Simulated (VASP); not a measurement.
# SiSe (F-43m) in VASP: further runs, part 2 of 2

VASP 6.6.1. Earlier steps stand in the parts before.

### 4 Relaxation of cell and atoms, PBE

File INCAR:

```
SYSTEM = SiSe
PREC     = Accurate       ! precision mode
ENCUT    = 600            ! plane-wave cutoff, eV
EDIFF    = 1E-7           ! SCF threshold, eV
ISMEAR   = 0              ! smearing method
SIGMA    = 0.1            ! smearing width, eV
LREAL    = .False.        ! projectors in reciprocal space
LASPH    = .True.         ! aspherical terms in the spheres
NELM     = 100            ! most SCF steps
ALGO     = Normal         ! electronic algorithm
ISIF     = 3              ! what is computed and relaxed
LWAVE    = .False.        ! write WAVECAR
LCHARG   = .False.        ! write CHGCAR
GGA      = PE             ! functional
IBRION   = 2              ! ionic algorithm
NSW      = 90             ! ionic steps
EDIFFG   = -0.04          ! ionic threshold
```

File KPOINTS:

```
Automatic mesh
0
Gamma
  6 6 6
  0 0 0
```

File POSCAR:

```
SiSe
1.0
    0.0000000000      2.8400277228      2.8400277228
    2.8400277228      0.0000000000      2.8400277228
    2.8400277228      2.8400277228      0.0000000000
Si Se
1 1
Direct
    0.0000000000      0.0000000000      0.0000000000
    0.7500000000      0.7500000000      0.7500000000
```

Potentials or basis: VASP PAW PBE potentials, release 64 (Si, Se).

Launch:

```sh
$ cat potpaw_PBE.64/Si/POTCAR potpaw_PBE.64/Se/POTCAR > POTCAR
$ mpirun -np 1 vasp_std > vasp.out
```

OUTCAR:

```text
SYSTEM = SiSe
   PREC = Accurate
   ENCUT = 600
   EDIFF = 1E-7
   ISMEAR = 0
   LREAL = .False.
   LASPH = .True.
   NELM = 100
   ISIF = 3
   GGA = PE
   IBRION = 2
   NSW = 90
   EDIFFG = -0.04

 ion  position               nearest neighbor table
   1  0.000  0.000  0.000-   2 2.46   2 2.46   2 2.46   2 2.46
   2  0.750  0.750  0.750-   1 2.46   1 2.46   1 2.46   1 2.46

  LATTYP: Found a face centered cubic cell.
 ALAT       =     5.6800554456

  Lattice vectors:

 A1 = (   0.0000000000,   2.8400277228,   2.8400277228)
 A2 = (   2.8400277228,   0.0000000000,   2.8400277228)
 A3 = (   2.8400277228,   2.8400277228,   0.0000000000)

Analysis of symmetry for initial positions (statically):
=====================================================================
 Subroutine PRICEL returns:
 Original cell was already a primitive cell.

 Routine SETGRP: Setting up the symmetry group for a
 face centered cubic supercell.

 Subroutine GETGRP returns: Found 24 space group operations
 (whereof 24 operations were pure point group operations)
 out of a pool of 48 trial point group operations.

The static configuration has the point symmetry T_d .

Analysis of symmetry for dynamics (positions and initial velocities):
=====================================================================
 Subroutine PRICEL returns:
 Original cell was already a primitive cell.

 Routine SETGRP: Setting up the symmetry group for a
 face centered cubic supercell.

 Subroutine GETGRP returns: Found 24 space group operations
 (whereof 24 operations were pure point group operations)
 out of a pool of 48 trial point group operations.

[... 165 lines left out ...]
      0.00000      0.00000      0.00000        -0.000000     -0.000000     -0.000000
      4.26004      4.26004      4.26004         0.000000      0.000000      0.000000
 -----------------------------------------------------------------------------------
    total drift:                               -0.000000     -0.000000     -0.000000

  FREE ENERGIE OF THE ION-ELECTRON SYSTEM (eV)
  ---------------------------------------------------
  free  energy   TOTEN  =        -7.7042605327 eV

  energy  without entropy=       -7.6947940669  energy(sigma->0) =       -7.69952730

--------------------------------------- Ionic step        2  -------------------------------------------

 number of electron      10.0000000 magnetization

 Free energy of the ion-electron system (eV)
  ---------------------------------------------------
  ext. energy  EPLUGINS =         0.00000000
  ---------------------------------------------------
  free energy    TOTEN  =        -8.11956424 eV

  energy without entropy =       -8.11688374  energy(sigma->0) =       -8.11822399

 E-fermi :   3.1966     XC(G=0):  -8.2276

 val. band max:        3.0316511999   @ k =   0.3333   0.3333   0.0000
 cond. band min:       3.2427860322   @ k =  -0.3333   0.5000   0.1667
 fundamental gap:      0.2111348323
 Fermi energy:         3.1965587207

 k-point     1 :       0.0000    0.0000    0.0000
  band No.  band energies     occupation
      1     -11.0741      2.00000
      2      -1.6633      2.00000
      3       0.3390      2.00000
      4       0.3390      2.00000
      5       0.3390      2.00000
      6       4.1063      0.00000
      7       4.1063      0.00000
      8       4.1063      0.00000
      9       8.4235      0.00000
[... 169 lines left out ...]
 k-point    16 :      -0.3333    0.5000    0.1667
  band No.  band energies     occupation
      1     -10.1569      2.00000
      2      -4.9550      2.00000
      3      -1.4463      2.00000
      4      -1.3149      2.00000
      5       3.2428      0.51327
      6       3.8431      0.00000
      7       6.2487      0.00000
      8       6.9516      0.00000
      9       9.1807      0.00000

------------------------ aborting loop because EDIFF is reached ----------------------------------------

  FORCE on cell =-STRESS in cart. coord.  units (eV):
  Direction    XX          YY          ZZ          XY          YZ          ZX
  --------------------------------------------------------------------------------------
  -------------------------------------------------------------------------------------
  Total       -0.0588038     -0.0588038     -0.0588038      0.0000000      0.0000000      0.0000000
  in kB       -1.6098045     -1.6098045     -1.6098045      0.0000000      0.0000000      0.0000000
  external PRESSURE =      -1.6098045 kB  Pullay stress =       0.0000000 kB

 VOLUME and BASIS-vectors are now :
 -----------------------------------------------------------------------------
  energy-cutoff  :      600.00
  volume of cell :       58.53
      direct lattice vectors                 reciprocal lattice vectors
     0.000000000  3.081561569  3.081561569    -0.162255398  0.162255398  0.162255398
     3.081561569 -0.000000000  3.081561569     0.162255398 -0.162255398  0.162255398
     3.081561569  3.081561569  0.000000000     0.162255398  0.162255398 -0.162255398

 POSITION                                       TOTAL-FORCE (eV/Angst)
 -----------------------------------------------------------------------------------
      3.08156      6.16312      3.08156         0.000000      0.000000      0.000000
      4.62234      4.62234      4.62234        -0.000000     -0.000000     -0.000000
 -----------------------------------------------------------------------------------
    total drift:                               -0.000000     -0.000000     -0.000000

  FREE ENERGIE OF THE ION-ELECTRON SYSTEM (eV)
  ---------------------------------------------------
  free  energy   TOTEN  =        -8.1195642351 eV

  energy  without entropy=       -8.1168837430  energy(sigma->0) =       -8.11822399

 reached required accuracy - stopping structural energy minimisation
```

OSZICAR:

```text
N       E                     dE             d eps       ncg     rms          rms(c)
DAV:   1     0.334328929350E+02    0.33433E+02   -0.45770E+03   288   0.999E+02
DAV:   2    -0.582474853403E+01   -0.39258E+02   -0.38706E+02   398   0.131E+02
DAV:   3    -0.774596124875E+01   -0.19212E+01   -0.19129E+01   377   0.330E+01
[... 19 lines left out ...]
DAV:   8    -0.811956269723E+01   -0.10353E-04   -0.19229E-05   302   0.273E-02    0.428E-03
DAV:   9    -0.811956421018E+01   -0.15129E-05   -0.45221E-06   343   0.124E-02    0.320E-03
DAV:  10    -0.811956405164E+01    0.15854E-06   -0.26600E-07   351   0.379E-03    0.144E-03
DAV:  11    -0.811956421183E+01   -0.16019E-06   -0.23864E-08   153   0.977E-04    0.197E-04
DAV:  12    -0.811956423513E+01   -0.23297E-07   -0.24983E-09   149   0.410E-04
   2 F= -.81195642E+01 E0= -.81182240E+01  d E =-.415304E+00
```

It took 13 s on 1 thread of Intel Xeon Platinum 8559C (Emerald Rapids), shared host; peak memory 0.18 GiB.

Results:

```yaml
Free_energy: -8.1196 eV
Relaxed_volume: 29.26 Å³/atom
Relaxed_cell: a = 4.358 Å, b = 4.358 Å, c = 4.358 Å, α = 60.00°, β = 60.00°, γ = 60.00°
Space_group_after_relaxing_to_0.05_Å: F-43m (No. 216)
Energy_gained_by_relaxing: 207.7 meV/atom
Ionic_steps: 2
Pressure_after_relaxing: -0.2 GPa
Band_gap_on_the_k_mesh: zero (band 5 reaches 3.24 eV, above the bottom of band 6 at 2.78 eV)
```

The path:
```
step  energy change (eV)  largest force (eV/Å)  pressure (GPa)  volume (Å³)
   1              0.0000                0.0000           12.33        45.81
   2             -0.4153                0.0000           -0.16        58.53
```

Final structure:
```
Si Se
1.0
     0.00000    3.08156    3.08156
     3.08156    0.00000    3.08156
     3.08156    3.08156    0.00000
Si Se
1 1
Cartesian
  3.0816 6.1631 3.0816
  4.6223 4.6223 4.6223
```

Caveat: the volume moved by over 15 % at a fixed basis, so the end points are rough.

### 5 Overview

```csv
task,cell,cutoff (eV),gap on the mesh (eV),pressure (GPa)
single point,"a = 4.016 Å, angles 60.0°, 2 atoms",520,none,12.3
single point,"a = 4.347 Å, angles 60.0°, 2 atoms",520,none,0.1
relaxation of cell and atoms,"relaxed from a = 4.016 Å, angles 60.0°, 2 atoms",600,none,-0.2
```

Alike in all rows: level PBE; potentials or basis VASP PAW PBE potentials, release 64 (Si, Se); no spin polarisation; k mesh 6 × 6 × 6; smearing gaussian 0.1 eV.

Caveats: the volume moved by over 15 % at a fixed basis, so the end points are rough (some runs).

Total energies depend on the potentials used, so only differences within one code and one set of settings carry meaning.
